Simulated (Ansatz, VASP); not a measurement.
**CdS in VASP and in Ansatz**

```
CELL_PARAMETERS angstrom
3.90103 0.00000 0.00000
0.00000 3.90103 0.00000
0.00000 0.00000 7.02790
ATOMIC_POSITIONS crystal
Cd 0.00000 0.50000 0.00000
Cd 0.50000 0.00000 0.50000
S 0.50000 0.50000 0.25000
S 0.50000 0.50000 0.75000
```

Change from the starting cell: ordered vacancies on the anion sites of fluorite (P4_2/mmc, No. 131).

Alike in both runs: functional PBE; k mesh 12 × 12 × 8; occupations gaussian, width 0.1 eV; no spin polarisation.

Ansatz relaxed the structure, and its values are those at the end. VASP's run is a single point on that final structure, the one shown.

```csv
,VASP,Ansatz
version,VASP 6.6.1,Ansatz 0.2.0
potentials or method,"VASP PAW PBE potentials, release 64 (Cd, S), cutoff 520 eV","scalar-relativistic, plane waves, PAW"
valence electrons in the cell,36,52
```

```csv
,VASP,Ansatz,Ansatz less VASP
gap on the k mesh at the Fermi level (eV),none,none,-
pressure (GPa),0.3,0.0,-0.29
```

A gap of «none» marks a metal or a gap that the smearing closes. With one functional, cell and mesh, what is left measures potentials, basis and numerics. VASP's potentials hold 36 valence electrons a cell and Ansatz's 52, so a difference there can come from the potentials and not from the codes.
